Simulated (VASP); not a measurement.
Wanted: the native input for a VASP 6.6.1 run.

| Property | Result |
| --- | --- |
| Task | single point |
| Functional | PBE |
| Potentials or basis | VASP PAW PBE potentials, release 64 (Rb_sv, Cl) |
| Cutoff | 500 eV |
| k mesh | 6 × 6 × 6 |
| Occupations | gaussian, width 0.02 eV |
| Spin | no spin polarisation |
| Dipole correction | no |
| Further INCAR settings | ALGO = Normal; EDIFF = 1e-06; NBANDS = 15 |

The structure of RbCl lies in POSCAR:

```
RbCl
1.0
    0.0000000000      3.2094138596      3.2094138596
    3.2094138596      0.0000000000      3.2094138596
    3.2094138596      3.2094138596      0.0000000000
Rb Cl
1 1
Direct
    0.0000000000      0.0000000000      0.0000000000
    0.5000000000      0.5000000000      0.5000000000
```

This cell differs from its parent crystal: volume scaled by 0.88.

The input as run:

INCAR

```
SYSTEM = RbCl
ALGO = Normal
EDIFF = 1E-6
ENCUT = 500
GGA = PE
GGA_COMPAT = .FALSE.
ISIF = 2
ISMEAR = 0
LASPH = .TRUE.
LCHARG = .TRUE.
LELF = .TRUE.
LREAL = .FALSE.
LVHAR = .TRUE.
LWAVE = .FALSE.
NBANDS = 15
NELM = 120
PREC = Accurate
SIGMA = 0.02
```

KPOINTS

```
k-points
0
G
  6 6 6
  0 0 0
```

Potentials or basis: VASP PAW PBE potentials, release 64 (Rb_sv, Cl).

Launch:

```console
$ cat potpaw_PBE.64/Rb_sv/POTCAR potpaw_PBE.64/Cl/POTCAR > POTCAR
$ mpirun -np 1 vasp_std > vasp.out
```

It gave:

| Item | Value |
| --- | --- |
| Pressure | 2.5 GPa |
| Band gap on the k mesh | 5.25 eV, direct |

It took 22 s on 1 thread of Intel Xeon 8259CL, on a shared host, peak memory 0.2 GiB.
